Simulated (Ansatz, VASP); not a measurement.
One calculation of MnS, two programs

```
Mn S
1.0
     0.00000    2.46943    2.46943
     2.46943    0.00000    2.46943
     2.46943    2.46943    0.00000
Mn S
1 1
Direct
  0.00000 0.00000 0.00000
  0.50000 0.50000 0.50000
```

Alike in both runs: functional PBEsol; k mesh 14 × 14 × 14; occupations gaussian, width 0.1 eV; collinear spin.

Ansatz relaxed the structure, and its values are those at the end. VASP's run is a single point on that final structure, the one shown.

```csv
,VASP,Ansatz
version,VASP 6.6.1,Ansatz 0.2.0
potentials or method,"VASP PAW PBE potentials, release 64 (Mn_pv, S), cutoff 520 eV","scalar-relativistic, plane waves, PAW"
valence electrons in the cell,19,21
```

```tsv
	VASP	Ansatz	Ansatz less VASP
gap on the k mesh at the Fermi level (eV)	none	none	-
pressure (GPa)	0.3	0.0	-0.26
net moment per atom (μB)	2.06	2.06	-0.002
size of the moment on the site where the two differ most (μB)	3.79	3.68	-0.117
```

VASP's potentials were made for PBE, not for PBEsol. Site moments also hang on the region over which each program counts them. A gap of «none» marks a metal or a gap that the smearing closes. VASP's potentials hold 19 valence electrons a cell and Ansatz's 21, so a difference there can come from the potentials and not from the codes.
